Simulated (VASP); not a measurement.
# LiCl (Fm-3m) in VASP: settings compared

Aim: see how the results for LiCl move with the level of theory and the settings. Levels: BLYP, r2SCAN, PBEsol+D3(BJ). Tasks: single point.

Everything below comes from runs of VASP 6.6.1. Logs are shortened: lines on timing, memory, paths and dates and some standing lists are left out, and cuts for length are marked.

### 1 The cell of the first run

The structure is cubic, space group Fm-3m (No. 225). Conventional cell: a = 5.130 Å, b = 5.130 Å, c = 5.130 Å, α = 90.00°, β = 90.00°, γ = 90.00°. Cl (site symmetry m-3m) has 6 Li at 2.56 Å within 3.4 Å. Within 3.4 Å of Li (site symmetry m-3m) lie 6 Cl at 2.56 Å.

### 2 Single point, BLYP

INCAR

```
PREC     = Accurate       # precision mode
ENCUT    = 520            # plane-wave cutoff, eV
EDIFF    = 1E-7           # SCF threshold, eV
ISMEAR   = -1             # smearing method
SIGMA    = 0.05           # smearing width, eV
LREAL    = False          # projectors in reciprocal space
LASPH    = True           # aspherical terms in the spheres
NELM     = 60             # most SCF steps
ALGO     = Normal         # electronic algorithm
ISIF     = 2              # what is computed and relaxed
LWAVE    = False          # write WAVECAR
LCHARG   = True           # write CHGCAR
GGA      = B5             # functional
ALDAX    = 1.0          
AGGAX    = 1.0          
AGGAC    = 1.0          
ALDAC    = 0.0          
LELF     = True           # ELF
LVHAR    = True         
NBANDS   = 12             # bands
```

KPOINTS

```
regular mesh
0
Gamma
  5 5 5
```

POSCAR

```
LiCl
1.0
    0.0000000000      2.5647700000      2.5647700000
    2.5647700000      0.0000000000      2.5647700000
    2.5647700000      2.5647700000      0.0000000000
Cl Li
1 1
Direct
    0.5000000000      0.5000000000      0.5000000000
    0.0000000000      0.0000000000      0.0000000000
```

Potentials or basis: VASP PAW PBE potentials, release 64 (Cl, Li_sv).

Started as:

```bash
cat potpaw_PBE.64/Cl/POTCAR potpaw_PBE.64/Li_sv/POTCAR > POTCAR
mpirun -np 1 vasp_std > vasp.out
```

OUTCAR:

```text
PREC = Accurate
   ENCUT = 520
   EDIFF = 1E-7
   ISMEAR = -1
   LREAL = False
   LASPH = True
   NELM = 60
   ISIF = 2
   GGA = B5

 ion  position               nearest neighbor table
   1  0.500  0.500  0.500-   2 2.56   2 2.56   2 2.56   2 2.56   2 2.56   2 2.56
   2  0.000  0.000  0.000-   1 2.56   1 2.56   1 2.56   1 2.56   1 2.56   1 2.56

  LATTYP: Found a face centered cubic cell.
 ALAT       =     5.1295400000

  Lattice vectors:

 A1 = (   0.0000000000,   2.5647700000,   2.5647700000)
 A2 = (   2.5647700000,   0.0000000000,   2.5647700000)
 A3 = (   2.5647700000,   2.5647700000,   0.0000000000)

Analysis of symmetry for initial positions (statically):
=====================================================================
 Subroutine PRICEL returns:
 Original cell was already a primitive cell.

 Routine SETGRP: Setting up the symmetry group for a
 face centered cubic supercell.

 Subroutine GETGRP returns: Found 48 space group operations
 (whereof 48 operations were pure point group operations)
 out of a pool of 48 trial point group operations.

The static configuration has the point symmetry O_h .

Analysis of symmetry for dynamics (positions and initial velocities):
=====================================================================
 Subroutine PRICEL returns:
 Original cell was already a primitive cell.

 Routine SETGRP: Setting up the symmetry group for a
 face centered cubic supercell.

 Subroutine GETGRP returns: Found 48 space group operations
 (whereof 48 operations were pure point group operations)
 out of a pool of 48 trial point group operations.

The dynamic configuration has the point symmetry O_h .

 Subroutine INISYM returns: Found 48 space group operations
 (whereof 48 operations are pure point group operations),
 and found     1 'primitive' translations

----------------------------------------------------------------------------------------

                                     Primitive cell

  volume of cell :      33.7423

  direct lattice vectors                    reciprocal lattice vectors
     0.000000000  2.564770000  2.564770000    -0.194949255  0.194949255  0.194949255
     2.564770000  0.000000000  2.564770000     0.194949255 -0.194949255  0.194949255
     2.564770000  2.564770000  0.000000000     0.194949255  0.194949255 -0.194949255

  length of vectors
     3.627132518  3.627132518  3.627132518     0.337662014  0.337662014  0.337662014

  position of ions in fractional coordinates (direct lattice)
     0.500000000  0.500000000  0.500000000
     0.000000000  0.000000000  0.000000000

  ion indices of the primitive-cell ions
   primitive index   ion index
                 1           1
                 2           2

----------------------------------------------------------------------------------------

 KPOINTS: regular mesh

Automatic generation of k-mesh.
 Grid dimensions read from file:
 generate k-points for:    5    5    5

 Generating k-lattice:

  Cartesian coordinates                     Fractional coordinates (reciprocal lattice)
    -0.038989851  0.038989851  0.038989851     0.200000000  0.000000000  0.000000000
     0.038989851 -0.038989851  0.038989851     0.000000000  0.200000000  0.000000000
     0.038989851  0.038989851 -0.038989851     0.000000000  0.000000000  0.200000000

  Length of vectors
     0.067532403  0.067532403  0.067532403

  Shift w.r.t. Gamma in fractional coordinates (k-lattice)
     0.000000000  0.000000000  0.000000000

 Subroutine IBZKPT returns following result:
 ===========================================

 Found     10 irreducible k-points:

 Following reciprocal coordinates:
            Coordinates               Weight
  0.000000  0.000000  0.000000      1.000000
  0.200000  0.000000  0.000000      8.000000
  0.400000  0.000000  0.000000      8.000000
  0.200000  0.200000  0.000000      6.000000
  0.400000  0.200000  0.000000     24.000000
 -0.400000  0.200000  0.000000     24.000000
 -0.200000  0.200000  0.000000     12.000000
  0.400000  0.400000  0.000000      6.000000
 -0.400000  0.400000  0.000000     12.000000
 -0.400000  0.400000  0.200000     24.000000
   k-points           NKPTS =     10   k-points in BZ     NKDIM =     10   number of bands    NBANDS=     12
   number of dos      NEDOS =    301   number of ions     NIONS =      2
   total plane-waves  NPLWV =  21952
   dimension x,y,z NGX =    28 NGY =   28 NGZ =   28
   dimension x,y,z NGXF=    56 NGYF=   56 NGZF=   56
   ions per type =               1   1
   NGX,Y,Z   is equivalent  to a cutoff of  12.83, 12.83, 12.83 a.u.
   NGXF,Y,Z  is equivalent  to a cutoff of  25.67, 25.67, 25.67 a.u.
 SYSTEM =  unknown system
   PREC   = accura    normal or accurate (medium, high low for compatibility)
   ISTART =      0    job   : 0-new  1-cont  2-samecut
   ICHARG =      2    charge: 1-file 2-atom 10-const
   ISPIN  =      1    spin polarized calculation?
   LNONCOLLINEAR =      F non collinear calculations
   LSORBIT =      F    spin-orbit coupling
   LASPH  =      T    aspherical Exc in radial PAW
   ENCUT  =  520.0 eV  38.22 Ry    6.18 a.u.   6.74  6.74  6.74*2*pi/ulx,y,z
   NELM   =     60;   NELMIN=  2; NELMDL= -5     # of ELM steps
   EDIFF  = 0.1E-06   stopping-criterion for ELM
   LREAL  =      F    real-space projection
   EDIFFG = 0.1E-05   stopping-criterion for IOM
   NSW    =      0    number of steps for IOM
   IBRION =     -1    ionic relax: 0-MD 1-quasi-New 2-CG
   NFREE  =      0    steps in history (QN), initial steepest desc. (CG)
   ISIF   =      2    stress and relaxation
   ISYM   =      2    0-nonsym 1-usesym 2-fastsym
   POTIM  = 0.5000    time-step for ionic-motion
   TEBEG  =    0.0;   TEEND  =   0.0 temperature during run
   PSTRESS=    0.0 pullay stress
   NELECT =      10.0000    total number of electrons
   NUPDOWN=      -1.0000    fix difference up-down
   EMIN   =  10.00;   EMAX   =-10.00  energy-range for DOS
   EFERMI =   0.00;   METHOD = LEGACY
   ISMEAR =    -1;   SIGMA  =   0.05  broadening in eV -4-tet -1-fermi 0-gaus
   EFERMI_NEDOS =   21; number of points for ismear=-14 and -15
   IALGO  =     38    algorithm
   IMIX   =      4    mixing-type and parameters
     AMIX     =   0.40;   BMIX     =  1.00
     AMIX_MAG =   1.60;   BMIX_MAG =  1.00
  volume/ion in A,a.u.               =      16.87       113.85
  Fermi-wavevector in a.u.,A,eV,Ry     =   1.091482  2.062601 16.209056  1.191332
  Thomas-Fermi vector in A             =   2.227728
   LORBIT       =      0    0 simple, 1 ext, 2 COOP (PROOUT), +10 PAW based schemes
   GGA     = B5    functional components
   LHFCALC =     F    Hartree Fock is set to
   AEXX    =    0.0000 exact exchange contribution
   IVDW    =     0    specifies the selected vdW correction
   LEPSILON=     F    determine dielectric tensor
   LRPA    =     F    only Hartree local field effects (RPA)
 non-spin polarized calculation
  energy-cutoff  :      520.00
  volume of cell :       33.74
 maximum number of plane-waves:       922
   NGX = 13   NGY = 13   NGZ = 13

 number of electron      10.0000005 magnetization

 Free energy of the ion-electron system (eV)
  ---------------------------------------------------
  ext. energy  EPLUGINS =         0.00000000
  ---------------------------------------------------
  free energy    TOTEN  =        -7.02034963 eV

  energy without entropy =       -7.02034963  energy(sigma->0) =       -7.02034963

 E-fermi :   2.1472     XC(G=0):  -8.3196

 val. band max:        0.8884447667   @ k =   0.0000   0.0000   0.0000
 cond. band min:       7.3879821846   @ k =   0.0000   0.0000   0.0000
 fundamental gap:      6.4995374178
 Fermi energy:         2.1472373914

 k-point     1 :       0.0000    0.0000    0.0000
  band No.  band energies     occupation
      1     -43.2436      2.00000
      2     -12.4667      2.00000
      3       0.8884      2.00000
      4       0.8884      2.00000
      5       0.8884      2.00000
      6       7.3880      0.00000
      7      12.8921      0.00000
      8      12.8921      0.00000
      9      12.8921      0.00000
     10      15.4258      0.00000
     11      15.4258      0.00000
     12      15.5028      0.00000

 k-point     2 :       0.2000    0.0000    0.0000
  band No.  band energies     occupation
      1     -43.2427      2.00000
      2     -12.2865      2.00000
      3      -0.2346      2.00000
      4       0.7952      2.00000
      5       0.7952      2.00000
      6       8.1874      0.00000
      7      11.8560      0.00000
      8      12.0917      0.00000
      9      12.0917      0.00000
     10      14.3585      0.00000
     11      14.3585      0.00000
     12      16.2834      0.00000

 k-point     3 :       0.4000    0.0000    0.0000
  band No.  band energies     occupation
      1     -43.2413      2.00000
      2     -11.9634      2.00000
      3      -1.6605      2.00000
      4       0.6584      2.00000
      5       0.6584      2.00000
      6       7.9170      0.00000
      7      10.6093      0.00000
      8      10.6094      0.00000
      9      13.4445      0.00000
     10      17.0100      0.00000
     11      17.0100      0.00000
     12      17.4175      0.00000

 k-point     4 :       0.2000    0.2000    0.0000
  band No.  band energies     occupation
      1     -43.2425      2.00000
      2     -12.2213      2.00000
      3      -0.1516      2.00000
      4       0.4767      2.00000
      5       0.4767      2.00000
      6       8.9879      0.00000
      7      11.1136      0.00000
      8      11.1175      0.00000
      9      13.2038      0.00000
     10      13.2038      0.00000
     11      16.1415      0.00000
     12      17.5613      0.00000

 k-point     5 :       0.4000    0.2000    0.0000
  band No.  band energies     occupation
      1     -43.2412      2.00000
      2     -11.9308      2.00000
      3      -1.2811      2.00000
      4       0.0902      2.00000
      5       0.2754      2.00000
      6       9.2936      0.00000
      7      10.3392      0.00000
      8      11.4158      0.00000
      9      12.2550      0.00000
     10      14.9009      0.00000
     11      17.8654      0.00000
     12      18.9905      0.00000

 k-point     6 :      -0.4000    0.2000    0.0000
  band No.  band energies     occupation
      1     -43.2408      2.00000
      2     -11.8120      2.00000
      3      -1.6148      2.00000
      4      -0.3456      2.00000
      5       0.4419      2.00000
      6       8.9130      0.00000
      7      10.6024      0.00000
      8      11.1689      0.00000
      9      12.8868      0.00000
     10      16.7047      0.00000
     11      16.9965      0.00000
     12      18.4885      0.00000

 k-point     7 :      -0.2000    0.2000    0.0000
  band No.  band energies     occupation
      1     -43.2417      2.00000
      2     -12.0484      2.00000
      3      -0.8935      2.00000
      4      -0.0711      2.00000
      5       0.7702      2.00000
      6       9.0368      0.00000
      7      11.1132      0.00000
      8      11.1806      0.00000
      9      11.7688      0.00000
     10      14.4707      0.00000
     11      17.3187      0.00000
     12      17.6836      0.00000

 k-point     8 :       0.4000    0.4000    0.0000
  band No.  band energies     occupation
      1     -43.2406      2.00000
      2     -11.7526      2.00000
      3      -1.6959      2.00000
      4      -0.1093      2.00000
      5      -0.1093      2.00000
      6       9.0208      0.00000
      7       9.5643      0.00000
      8      12.6236      0.00000
      9      14.6016      0.00000
     10      14.6016      0.00000
     11      17.5497      0.00000
     12      19.7942      0.00000

 k-point     9 :      -0.4000    0.4000    0.0000
  band No.  band energies     occupation
      1     -43.2404      2.00000
      2     -11.6753      2.00000
      3      -1.6938      2.00000
      4      -0.6835      2.00000
      5      -0.0220      2.00000
      6       9.0340      0.00000
      7      10.4544      0.00000
      8      12.7729      0.00000
      9      13.1857      0.00000
     10      14.8581      0.00000
     11      18.3914      0.00000
     12      19.6619      0.00000

 k-point    10 :      -0.4000    0.4000    0.2000
  band No.  band energies     occupation
      1     -43.2405      2.00000
      2     -11.7292      2.00000
      3      -1.3986      2.00000
      4      -0.8092      2.00000
      5       0.0378      2.00000
      6      10.1593      0.00000
      7      10.5973      0.00000
      8      10.9151      0.00000
      9      12.6894      0.00000
     10      15.7939      0.00000
     11      17.4460      0.00000
     12      19.6069      0.00000

------------------------ aborting loop because EDIFF is reached ----------------------------------------

  FORCE on cell =-STRESS in cart. coord.  units (eV):
  Direction    XX          YY          ZZ          XY          YZ          ZX
  --------------------------------------------------------------------------------------
  -------------------------------------------------------------------------------------
  Total        0.3759880      0.3759880      0.3759880      0.0000000      0.0000000      0.0000000
  in kB       17.8529194     17.8529194     17.8529194      0.0000000      0.0000000      0.0000000
  external PRESSURE =      17.8529194 kB  Pullay stress =       0.0000000 kB

 VOLUME and BASIS-vectors are now :
 -----------------------------------------------------------------------------
  energy-cutoff  :      520.00
  volume of cell :       33.74
      direct lattice vectors                 reciprocal lattice vectors
     0.000000000  2.564770000  2.564770000    -0.194949255  0.194949255  0.194949255
     2.564770000  0.000000000  2.564770000     0.194949255 -0.194949255  0.194949255
     2.564770000  2.564770000  0.000000000     0.194949255  0.194949255 -0.194949255

 POSITION                                       TOTAL-FORCE (eV/Angst)
 -----------------------------------------------------------------------------------
      2.56477      2.56477      2.56477        -0.000000      0.000000      0.000000
      0.00000      0.00000      0.00000         0.000000     -0.000000     -0.000000
 -----------------------------------------------------------------------------------
    total drift:                                0.000000      0.000000      0.000000

  FREE ENERGIE OF THE ION-ELECTRON SYSTEM (eV)
  ---------------------------------------------------
  free  energy   TOTEN  =        -7.0203496281 eV

  energy  without entropy=       -7.0203496281  energy(sigma->0) =       -7.02034963
```

Run time: 7.1 s. Hardware: 1 thread of Intel Xeon 6975P-C (Granite Rapids), shared host; peak memory 0.14 GiB.

What came out:

| Property | Result |
| --- | --- |
| Free energy | -7.0203 eV |
| Band gap on the k mesh | 6.50 eV, direct |

Caveat: the k points lie up to 0.42 Å⁻¹ apart; the cutoff is under 1.25 times the usual one of these potentials, so pressure, stress and relaxed cells hold a basis-set (Pulay) error; the PAW data sets were made with another functional, which shifts forces and pressure a little.

### 3 Single point, r2SCAN

POSCAR is that of step 2.

INCAR.step1

```
PREC = Accurate ; ENCUT = 520
ISMEAR = -1 ; SIGMA = 0.05
LREAL = F ; LASPH = T
NELM = 60 ; NBANDS = 12
GGA = PE ; ALGO = Normal
EDIFF = 1E-4 ; LWAVE = T
LCHARG = F
```

INCAR.step2

```
PREC = Accurate ; ENCUT = 520
EDIFF = 1E-6 ; ISMEAR = -1
SIGMA = 0.05 ; LREAL = F
LASPH = T ; NELM = 60
ALGO = Normal ; ISIF = 2
LWAVE = F ; LCHARG = F
METAGGA = R2SCAN ; LMIXTAU = T
NBANDS = 12 ; ISTART = 1
```

KPOINTS

```
Automatic mesh
0
Gamma
  5 5 5
```

Potentials or basis: VASP PAW PBE potentials, release 64 (Cl, Li_sv).

Started as:

```bash
cat potpaw_PBE.64/Cl/POTCAR potpaw_PBE.64/Li_sv/POTCAR > POTCAR
cp INCAR.step1 INCAR
mpirun -np 1 vasp_std > vasp.out
cp INCAR.step2 INCAR
mpirun -np 1 vasp_std > vasp.out
```

Run time: 11 s. Hardware: 1 thread of Intel Xeon 6975P-C (Granite Rapids), shared host; peak memory 0.15 GiB.

The run converged. Its results:

```yaml
Free_energy: -12.5860 eV
Band_gap_on_the_k_mesh: 7.29 eV, direct
```

Levels at points of the mesh, in eV from the valence-band top:
```
           k point  band 1  band 2  band 3  band 4  band 5  band 6  band 7  band 8  band 9  band 10
(0.00, 0.00, 0.00)  -44.82  -13.98    0.00    0.00    0.00    7.29   12.66   12.66   12.66    15.38
```

Caveat: the k points lie up to 0.42 Å⁻¹ apart; the cutoff is under 1.25 times the usual one of these potentials, so pressure, stress and relaxed cells hold a basis-set (Pulay) error; the PAW data sets were made with another functional, which shifts forces and pressure a little.

### 4 Single point, PBEsol+D3(BJ)

This run uses another cell than the first one, of 15.38 Å³/atom, 0.912 times its volume.

INCAR

```
ALGO = Normal
EDIFF = 1E-6
ENCUT = 520
GGA = PS
ISIF = 2
ISMEAR = -1
IVDW = 12
LASPH = True
LCHARG = False
LREAL = False
LWAVE = False
NBANDS = 12
NELM = 80
PREC = Accurate
SIGMA = 0.05
```

KPOINTS

```
k-points
0
Gamma
  9 9 9
```

POSCAR

```
LiCl
1.0
    0.0000000000      2.4869597890      2.4869597890
    2.4869597890      0.0000000000      2.4869597890
    2.4869597890      2.4869597890      0.0000000000
Cl Li
1 1
Direct
    0.5000000000      0.5000000000      0.5000000000
    0.0000000000      0.0000000000      0.0000000000
```

Started as:

```bash
cat potpaw_PBE.64/Cl/POTCAR potpaw_PBE.64/Li_sv/POTCAR > POTCAR
mpirun -np 1 vasp_std > vasp.out
```

Run time: 5.3 s. Hardware: 1 thread of Intel Xeon 6975P-C (Granite Rapids), shared host; peak memory 0.16 GiB.

It converged, with:

```yaml
Free_energy: -8.0259 eV
Band_gap_on_the_k_mesh: 6.70 eV, indirect (the least direct gap lies 1.3 meV higher)
Dispersion_energy_per_atom: -0.199 eV
```

Levels at points of the mesh, in eV from the valence-band top:
```tsv
k point	band 1	band 2	band 3	band 4	band 5	band 6	band 7	band 8	band 9	band 10
(0.00, 0.00, 0.00)	-42.68	-13.75	0.00	0.00	0.00	6.70	11.88	11.88	11.88	14.83
```

Caveat: the cutoff is under 1.25 times the usual one of these potentials, so pressure, stress and relaxed cells hold a basis-set (Pulay) error; the PAW data sets were made with another functional, which shifts forces and pressure a little. A hybrid or GW would open this gap; PBEsol tends to underestimate it.

### 5 Summary

| level | cell | k mesh | gap on the mesh (eV) |
| --- | --- | --- | --- |
| BLYP | a = 3.627 Å, angles 60.0°, 2 atoms | 5 × 5 × 5 | 6.50 |
| r2SCAN | a = 3.627 Å, angles 60.0°, 2 atoms | 5 × 5 × 5 | 7.29 |
| PBEsol+D3(BJ) | a = 3.517 Å, angles 60.0°, 2 atoms | 9 × 9 × 9 | 6.70 |

Alike in all rows: task single point; potentials or basis VASP PAW PBE potentials, release 64 (Cl, Li_sv); no spin polarisation; cutoff (eV) 520; smearing fermi-dirac 0.05 eV.

Caveats: some runs use coarse meshes; the cutoff is under 1.25 times the usual one of these potentials, so pressure, stress and relaxed cells hold a basis-set (Pulay) error; the PAW data sets were made with another functional, which shifts forces and pressure a little.

Absolute energies hang on the potentials; compare differences alone.
